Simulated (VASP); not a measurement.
A run of VASP 6.6.1:

File INCAR:

```
SYSTEM = Co
  PREC = Accurate
  ENCUT = 600
  EDIFF = 1E-7
  ISMEAR = -1
  SIGMA = 0.05
  LREAL = .FALSE.
  LASPH = .TRUE.
  NELM = 200
  ALGO = Normal
  ISIF = 3
  LWAVE = .FALSE.
  LCHARG = .FALSE.
  ISPIN = 2
  MAGMOM = 1.7 1.7
  LORBIT = 11
  LMAXMIX = 4
  GGA = PS
  IBRION = 2
  NSW = 80
  EDIFFG = -0.01
  GGA_COMPAT = .FALSE.
  NELMIN = 4
```

KPOINTS

```
Automatic mesh
0
G
  11 11 11
  0 0 0
```

POSCAR

```
Co
1.0
    0.0000000000      2.4634331982      2.4634331982
    2.4634331982      0.0000000000      2.4634331982
    2.4634331982      2.4634331982      0.0000000000
Co
2
Direct
    0.1250000000      0.1250000000      0.1250000000
    0.8750000000      0.8750000000      0.8750000000
```

Potentials or basis: VASP PAW PBE potentials, release 64 (Co).

Launch:

```sh
$ cat potpaw_PBE.64/Co/POTCAR > POTCAR
$ mpirun -np 1 vasp_std > vasp.out
```

Hardware: 1 thread of Intel(R) Xeon(R) 6975P-C (Granite Rapids), with other jobs on the host.

Task: How long does it take, and how much memory?

Result: It took 3.1 min on 1 thread of Intel(R) Xeon(R) 6975P-C (Granite Rapids), on a shared host, peak memory 0.2 GiB. Counts: scf iterations 59, k points 56, ion steps 4.
